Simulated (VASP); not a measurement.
# BN (Cmcm) in VASP: notebook, part 2 of 2

VASP 6.6.1. The steps go on from the part before.

### 4 Single point, PBE

This run uses another cell than the first one: it holds 36 atoms, not 4.

Input file INCAR:

```
ALGO     = Normal         # electronic algorithm
EDIFF    = 1E-6           # SCF threshold, eV
ENCUT    = 600            # plane-wave cutoff, eV
GGA      = PE             # functional
GGA_COMPAT= F            
ISIF     = 2              # what is computed and relaxed
ISMEAR   = -1             # smearing method
LASPH    = T              # aspherical terms in the spheres
LCHARG   = F              # write CHGCAR
LREAL    = Auto         
LWAVE    = F              # write WAVECAR
NBANDS   = 96             # bands
NELM     = 120            # most SCF steps
PREC     = Accurate       # precision mode
SIGMA    = 0.01           # smearing width, eV
```

Input file KPOINTS:

```
k-points
0
Gamma
  1 1 1
```

Input file POSCAR:

```
BN
1.0
    7.4650312800      0.0000000000      0.0000000000
   -3.7325156400      6.4649067300      0.0000000000
    0.0000000000      0.0000000000      6.4954828800
B N
18 18
Direct
    0.1111968464      0.2221364870      0.2500000000
    0.2221364870      0.1111968464      0.7500000000
    0.1111968464      0.5554698203      0.2500000000
    0.2221364870      0.4445301797      0.7500000000
    0.1111968464      0.8888031536      0.2500000000
    0.2221364870      0.7778635130      0.7500000000
    0.4445301797      0.2221364870      0.2500000000
    0.5554698203      0.1111968464      0.7500000000
    0.4445301797      0.5554698203      0.2500000000
    0.5554698203      0.4445301797      0.7500000000
    0.4445301797      0.8888031536      0.2500000000
    0.5554698203      0.7778635130      0.7500000000
    0.7778635130      0.2221364870      0.2500000000
    0.8888031536      0.1111968464      0.7500000000
    0.7778635130      0.5554698203      0.2500000000
    0.8888031536      0.4445301797      0.7500000000
    0.7778635130      0.8888031536      0.2500000000
    0.8888031536      0.7778635130      0.7500000000
    0.1114069254      0.2219264080      0.7500000000
    0.2219264080      0.1114069254      0.2500000000
    0.1114069254      0.5552597413      0.7500000000
    0.2219264080      0.4447402587      0.2500000000
    0.1114069254      0.8885930746      0.7500000000
    0.2219264080      0.7780735920      0.2500000000
    0.4447402587      0.2219264080      0.7500000000
    0.5552597413      0.1114069254      0.2500000000
    0.4447402587      0.5552597413      0.7500000000
    0.5552597413      0.4447402587      0.2500000000
    0.4447402587      0.8885930746      0.7500000000
    0.5552597413      0.7780735920      0.2500000000
    0.7780735920      0.2219264080      0.7500000000
    0.8885930746      0.1114069254      0.2500000000
    0.7780735920      0.5552597413      0.7500000000
    0.8885930746      0.4447402587      0.2500000000
    0.7780735920      0.8885930746      0.7500000000
    0.8885930746      0.7780735920      0.2500000000
```

Potentials or basis: VASP PAW PBE potentials, release 64 (B, N).

Launch:

```console
$ cat potpaw_PBE.64/B/POTCAR potpaw_PBE.64/N/POTCAR > POTCAR
$ mpirun -np 1 vasp_gam > vasp.out
```

OUTCAR:

```text
EDIFF = 1E-6
   ENCUT = 600
   GGA = PE
   ISIF = 2
   ISMEAR = -1
   LASPH = T
   LREAL = Auto
   NELM = 120
   PREC = Accurate

 ion  position               nearest neighbor table
   1  0.111  0.222  0.250-  20 1.43  22 1.44  32 1.44
   2  0.222  0.111  0.750-  19 1.43  25 1.44  23 1.44
   3  0.111  0.555  0.250-  22 1.43  24 1.44  34 1.44
   4  0.222  0.445  0.750-  21 1.43  27 1.44  19 1.44
   5  0.111  0.889  0.250-  24 1.43  36 1.44  20 1.44
   6  0.222  0.778  0.750-  23 1.43  29 1.44  21 1.44
[... 37 lines left out ...]
 A1 = (   7.4650312800,   0.0000000000,   0.0000000000)
 A2 = (  -3.7325156400,   6.4649067300,   0.0000000000)
 A3 = (   0.0000000000,   0.0000000000,   6.4954828800)

Analysis of symmetry for initial positions (statically):
=====================================================================
 Subroutine PRICEL returns following result:

  LATTYP: Found a hexagonal cell.
 ALAT       =     2.4883437598
 C/A-ratio  =     2.6103639638

  Lattice vectors:

 A1 = (   2.4883437598,   0.0000000000,   0.0000000000)
[... 172 lines left out ...]
 Fermi energy:         2.7974268722

 k-point     1 :       0.0000    0.0000    0.0000
  band No.  band energies     occupation
      1     -15.3324      2.00000
      2     -14.9844      2.00000
      3     -13.3066      2.00000
      4     -13.3066      2.00000
      5     -13.3013      2.00000
      6     -13.3013      2.00000
[... 76 lines left out ...]
     83       9.5215      0.00000
     84      10.4371      0.00000
 [bands above 84 left out]

------------------------ aborting loop because EDIFF is reached ----------------------------------------

  FORCE on cell =-STRESS in cart. coord.  units (eV):
  Direction    XX          YY          ZZ          XY          YZ          ZX
  --------------------------------------------------------------------------------------
  -------------------------------------------------------------------------------------
  Total       21.4339240     20.2368156     11.8139820     -1.0367263      0.0000000      0.0000000
  in kB      109.5486250    103.4302131     60.3811735     -5.2987001      0.0000000      0.0000000
  external PRESSURE =      91.1200039 kB  Pullay stress =       0.0000000 kB

 VOLUME and BASIS-vectors are now :
 -----------------------------------------------------------------------------
  energy-cutoff  :      600.00
  volume of cell :      313.48
      direct lattice vectors                 reciprocal lattice vectors
     7.465031280  0.000000000  0.000000000     0.133957912  0.077340636  0.000000000
    -3.732515640  6.464906730  0.000000000     0.000000000  0.154681273  0.000000000
     0.000000000  0.000000000  6.495482880     0.000000000  0.000000000  0.153953142

 POSITION                                       TOTAL-FORCE (eV/Angst)
 -----------------------------------------------------------------------------------
      0.00096      1.43609      1.62387        -0.186830      0.107866     -0.000000
      1.24321      0.71888      4.87161         0.186830     -0.107866     -0.000000
     -1.24321      3.59106      1.62387        -0.186830      0.107866     -0.000000
     -0.00096      2.87385      4.87161         0.186830     -0.107866     -0.000000
     -2.48738      5.74603      1.62387        -0.186830      0.107866     -0.000000
     -1.24513      5.02882      4.87161         0.186830     -0.107866     -0.000000
[... 28 lines left out ...]
      2.49166      5.74467      4.87161        -0.191678      0.110665      0.000000
      3.72920      5.03017      1.62387         0.191678     -0.110665      0.000000
 -----------------------------------------------------------------------------------
    total drift:                                0.000000     -0.000000     -0.000000

  FREE ENERGIE OF THE ION-ELECTRON SYSTEM (eV)
  ---------------------------------------------------
  free  energy   TOTEN  =      -313.3709757939 eV

  energy  without entropy=     -313.3709757939  energy(sigma->0) =     -313.37097579
```

stdout:

```text
POSCAR found type information on POSCAR B N
 POSCAR found :  2 types and      36 ions
 scaLAPACK will be used
 LDA part: xc-table for (Slater+PW92), standard interpolation
 POSCAR, INCAR and KPOINTS ok, starting setup
 FFT: planning ... GRIDC
 FFT: planning ... GRID_SOFT
 FFT: planning ... GRID
 WAVECAR not read
 entering main loop
```

Run time: 86 s. Hardware: 1 thread of AMD EPYC 7R43 (Zen 3), shared host; peak memory 0.37 GiB.

Results:

```
Free energy            : -313.3710 eV
Pressure               : 9.1 GPa
Largest force          : 0.221 eV/Å
Band gap on the k mesh : 4.97 eV
```

Forces in eV/Å, atoms in the order of the input:
```
B   -0.187  0.108  0.000
B    0.187 -0.108  0.000
B   -0.187  0.108  0.000
B    0.187 -0.108  0.000
B   -0.187  0.108  0.000
B    0.187 -0.108  0.000
B   -0.187  0.108  0.000
B    0.187 -0.108  0.000
B   -0.187  0.108  0.000
B    0.187 -0.108  0.000
B   -0.187  0.108  0.000
B    0.187 -0.108  0.000
B   -0.187  0.108  0.000
B    0.187 -0.108  0.000
B   -0.187  0.108  0.000
B    0.187 -0.108  0.000
B   -0.187  0.108  0.000
B    0.187 -0.108  0.000
N   -0.192  0.111  0.000
N    0.192 -0.111  0.000
N   -0.192  0.111  0.000
N    0.192 -0.111  0.000
N   -0.192  0.111  0.000
N    0.192 -0.111  0.000
N   -0.192  0.111  0.000
N    0.192 -0.111  0.000
N   -0.192  0.111  0.000
N    0.192 -0.111  0.000
N   -0.192  0.111  0.000
N    0.192 -0.111  0.000
N   -0.192  0.111  0.000
N    0.192 -0.111  0.000
N   -0.192  0.111  0.000
N    0.192 -0.111  0.000
N   -0.192  0.111  0.000
N    0.192 -0.111  0.000
```

Stress tensor (GPa, compression positive):
```
10.95 -0.53  0.00
-0.53 10.34  0.00
 0.00  0.00  6.04
```

Levels at points of the mesh, in eV from the valence-band top:
```tsv
k point	band 69	band 70	band 71	band 72	band 73	band 74	band 75	band 76
(0.00, 0.00, 0.00)	-0.02	-0.02	0.00	0.00	4.97	4.97	5.00	5.00
```

Caveat: the k points lie up to 0.97 Å⁻¹ apart; an odd mesh through Γ misses points on the zone boundary, where band edges can lie; this functional lacks dispersion, which binds the layers, so the pressure and a relaxed spacing across them are unreliable.

### 5 Single point, LDA

This run uses another cell than the first one: it holds 36 atoms, not 4.

Input file INCAR:

```
PREC     = Accurate       # precision mode
ENCUT    = 600            # plane-wave cutoff, eV
EDIFF    = 1E-6           # SCF threshold, eV
ISMEAR   = -1             # smearing method
SIGMA    = 0.01           # smearing width, eV
LREAL    = Auto         
LASPH    = True           # aspherical terms in the spheres
NELM     = 120            # most SCF steps
ALGO     = Normal         # electronic algorithm
ISIF     = 2              # what is computed and relaxed
LWAVE    = False          # write WAVECAR
LCHARG   = False          # write CHGCAR
NBANDS   = 96             # bands
GGA_COMPAT= False
```

Input file KPOINTS:

```
Automatic mesh
0
Gamma
  1 1 1
  0.25 0.25 0.25
```

POSCAR is that of step 4.

Potentials or basis: VASP PAW LDA potentials, release 64 (B, N).

Launch:

```console
$ cat potpaw_LDA.64/B/POTCAR potpaw_LDA.64/N/POTCAR > POTCAR
$ mpirun -np 1 vasp_std > vasp.out
```

Run time: 3.2 min. Hardware: 1 thread of AMD EPYC 7R43 (Zen 3), shared host; peak memory 0.29 GiB.

Results (log left out):

```yaml
Free_energy: -347.7284 eV
Pressure: 0.7 GPa
Largest_force: 0.214 eV/Å
Band_gap_on_the_k_mesh: 4.62 eV
```

Forces in eV/Å, atoms in the order of the input:
```
B   -0.183  0.106  0.000
B    0.183 -0.106  0.000
B   -0.183  0.106  0.000
B    0.183 -0.106  0.000
B   -0.183  0.106  0.000
B    0.183 -0.106  0.000
B   -0.183  0.106  0.000
B    0.183 -0.106  0.000
B   -0.183  0.106  0.000
B    0.183 -0.106  0.000
B   -0.183  0.106  0.000
B    0.183 -0.106  0.000
B   -0.183  0.106  0.000
B    0.183 -0.106  0.000
B   -0.183  0.106  0.000
B    0.183 -0.106  0.000
B   -0.183  0.106  0.000
B    0.183 -0.106  0.000
N   -0.185  0.107  0.000
N    0.185 -0.107  0.000
N   -0.185  0.107  0.000
N    0.185 -0.107  0.000
N   -0.185  0.107  0.000
N    0.185 -0.107  0.000
N   -0.185  0.107  0.000
N    0.185 -0.107  0.000
N   -0.185  0.107  0.000
N    0.185 -0.107  0.000
N   -0.185  0.107  0.000
N    0.185 -0.107  0.000
N   -0.185  0.107  0.000
N    0.185 -0.107  0.000
N   -0.185  0.107  0.000
N    0.185 -0.107  0.000
N   -0.185  0.107  0.000
N    0.185 -0.107  0.000
```

Stress tensor (GPa, compression positive):
```
 1.47 -0.55  0.00
-0.55  0.83  0.00
 0.00  0.00 -0.31
```

Levels at points of the mesh, in eV from the valence-band top:
```tsv
k point	band 70	band 71	band 72	band 73	band 74	band 75
(0.25, 0.25, 0.25)	-0.33	-0.33	0.00	4.62	4.70	4.70
```

Caveat: the k points lie up to 0.97 Å⁻¹ apart; a shifted mesh leaves out Γ, where band edges can lie.

### 6 Overview

| level | potentials or basis | cell | k mesh | cutoff (eV) | smearing | gap on the mesh (eV) | pressure (GPa) | largest force (eV/Å) |
| --- | --- | --- | --- | --- | --- | --- | --- | --- |
| PBE | VASP PAW PBE potentials, release 64 (B, N) | a = 2.488, b = 2.488, c = 6.495 Å, angles 90.0, 90.0, 120.0°, 4 atoms, atomic positions A | 3 × 3 × 1, shifted | 600 | gaussian 0.01 eV | 4.80 | 8.6 | 0.22 |
| r2SCAN | VASP PAW PBE potentials, release 64 (B, N) | a = 2.488, b = 2.488, c = 6.495 Å, angles 90.0, 90.0, 120.0°, 4 atoms, atomic positions A | 3 × 3 × 1, shifted | 660 | fermi-dirac 0.01 eV | 5.45 | 5.1 | 0.22 |
| PBE | VASP PAW PBE potentials, release 64 (B, N) | a = 7.465, b = 7.465, c = 6.495 Å, angles 90.0, 90.0, 120.0°, 36 atoms, atomic positions B | 1 × 1 × 1 | 600 | fermi-dirac 0.01 eV | 4.97 | 9.1 | 0.22 |
| LDA | VASP PAW LDA potentials, release 64 (B, N) | a = 7.465, b = 7.465, c = 6.495 Å, angles 90.0, 90.0, 120.0°, 36 atoms, atomic positions B | 1 × 1 × 1, shifted | 600 | fermi-dirac 0.01 eV | 4.62 | 0.7 | 0.21 |

Alike in all rows: task single point; no spin polarisation.

Caveats: all runs use coarse meshes; a shifted mesh leaves out Γ, where band edges can lie (at least some runs); this functional lacks dispersion, which binds the layers, so the pressure and a relaxed spacing across them are unreliable (at least some runs); the PAW data sets were made with another functional, which shifts forces and pressure a little (at least some runs); an odd mesh through Γ misses points on the zone boundary, where band edges can lie (at least some runs).

Total energies depend on the potentials used, so only differences within one code and one set of settings carry meaning.
